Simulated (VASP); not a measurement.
# Li2RuN2: single point with PBE

Li2RuN2:

```
Li Ru N
1.0
     3.14503    0.00000    0.00000
    -1.57251    2.72368    0.00000
     0.00000    0.00000    5.27529
Li Ru N
2 1 2
Direct
  0.66667 0.33333 0.35719
  0.33333 0.66667 0.64281
  0.00000 0.00000 0.00000
  0.66667 0.33333 0.78847
  0.33333 0.66667 0.21153
```

```
Program             : VASP 6.6.1
Task                : single point
Functional          : PBE
Potentials or basis : VASP PAW PBE potentials, release 64 (Li_sv, Ru_pv, N)
Cutoff              : 520 eV
k mesh              : 9 × 9 × 5
Occupations         : fermi-dirac, width 0.15 eV
Spin                : no spin polarisation
```

```json
{
 "Largest force": "0.015 eV/Å",
 "Band gap on the k mesh": "zero (bands 15 and 16 overlap by 0.67 eV)"
}
```

Forces on the atoms (eV/Å):
```
Li   0.000  0.000  0.015
Li   0.000  0.000 -0.015
Ru   0.000  0.000  0.000
N    0.000  0.000  0.009
N    0.000  0.000 -0.009
```

Levels at points of the mesh, in eV from the Fermi level:
```tsv
k point	band 12	band 13	band 14	band 15	band 16	band 17	band 18	band 19
(0.00, 0.00, 0.00)	-1.80	-1.30	-1.26	-1.26	-0.39	3.22	3.22	4.23
```

Run time: 66 s on 1 thread of Intel Xeon 8259CL, with other jobs on the host, peak memory 0.19 GiB.
